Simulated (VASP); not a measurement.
Runs of VASP 6.6.1 on In. The structure is that of space group P6/mmm (No. 191), or close to it. The cells are those of the table. 

| cell | k mesh | gap on the mesh (eV) | pressure (GPa) |
| --- | --- | --- | --- |
| a = 5.261, b = 5.261, c = 3.247 Å, angles 90.0, 90.0, 120.0°, 3 atoms | 7 × 7 × 10 | none | 0.0 |
| a = 5.116, b = 5.116, c = 3.158 Å, angles 90.0, 90.0, 120.0°, 3 atoms | 8 × 8 × 11 | none | (a) |
| a = 5.397, b = 5.397, c = 3.331 Å, angles 90.0, 90.0, 120.0°, 3 atoms | 8 × 8 × 11 | none | -2.7 |
| a = 5.189, b = 5.189, c = 3.203 Å, angles 90.0, 90.0, 120.0°, 3 atoms | 8 × 8 × 11 | none | 1.9 |
| a = 5.261, b = 5.261, c = 3.247 Å, angles 90.0, 90.0, 120.0°, 3 atoms | 8 × 8 × 11 | none | 0.0 |

Alike in all rows: task single point; level PBEsol; potentials or basis VASP PAW PBE potentials, release 64 (In_d); no spin polarisation; cutoff (eV) 520; smearing fermi-dirac 0.1 eV.

Estimate the missing entries.

(a) 4.4.

Caveats: the PAW data sets were made with another functional, which shifts forces and pressure a little; spin-orbit coupling is left out, which moves the levels of the heavy elements.

A k mesh can miss the band edges, and the runs leave out spin-orbit coupling on In.

A gap of «none» marks levels without a gap at the run's occupations.
